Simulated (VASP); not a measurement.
A run of VASP 6.6.1 is set up as follows.

Contents of INCAR:

```
SYSTEM = PbF2
ALGO = Normal ; EDIFF = 1E-7
EDIFFG = -0.002 ; ENCUT = 600
GGA = PS ; IBRION = 2
ISIF = 3 ; ISMEAR = 0
LASPH = .True. ; LCHARG = .False.
LREAL = .False. ; LWAVE = .False.
NELM = 100 ; NSW = 100
PREC = Accurate ; PSTRESS = 10.0
SIGMA = 0.01
```

KPOINTS

```
k-points
0
Gamma
  6 6 6
  0 0 0
```

The input POSCAR:

```
PbF2
1.0
    0.0000000000      2.9493366667      2.9493366667
    2.9493366667      0.0000000000      2.9493366667
    2.9493366667      2.9493366667      0.0000000000
Pb F
1 2
Direct
    0.0000000000      0.0000000000      0.0000000000
    0.2500000000      0.2500000000      0.2500000000
    0.7500000000      0.7500000000      0.7500000000
```

Potentials or basis: VASP PAW PBE potentials, release 64 (Pb_d, F).

The run is started by

```sh
$ cat potpaw_PBE.64/Pb_d/POTCAR potpaw_PBE.64/F/POTCAR > POTCAR
$ mpirun -np 1 vasp_std > vasp.out
```

Question: Estimate the relaxed cell.

Answer: a = 4.149 Å, b = 4.149 Å, c = 4.149 Å, α = 60.00°, β = 60.00°, γ = 60.00°.

Question: Estimate the band gap on the k mesh.

Answer: 4.32 eV (least direct gap 4.45 eV).

The path:
```csv
step,energy change (eV),largest force (eV/Å),pressure (GPa),volume (Å³)
1,0.0000,0.0000,-0.22,51.31
2,0.0031,0.0000,1.27,50.35
3,0.0019,0.0000,1.00,50.51
```

Caveat: the cell is relaxed towards a set pressure, so the run minimises the enthalpy, not the energy; the PAW data sets were made with another functional, which shifts forces and pressure a little; spin-orbit coupling is left out, which moves the levels of the heavy elements. A k mesh can miss the band edges.
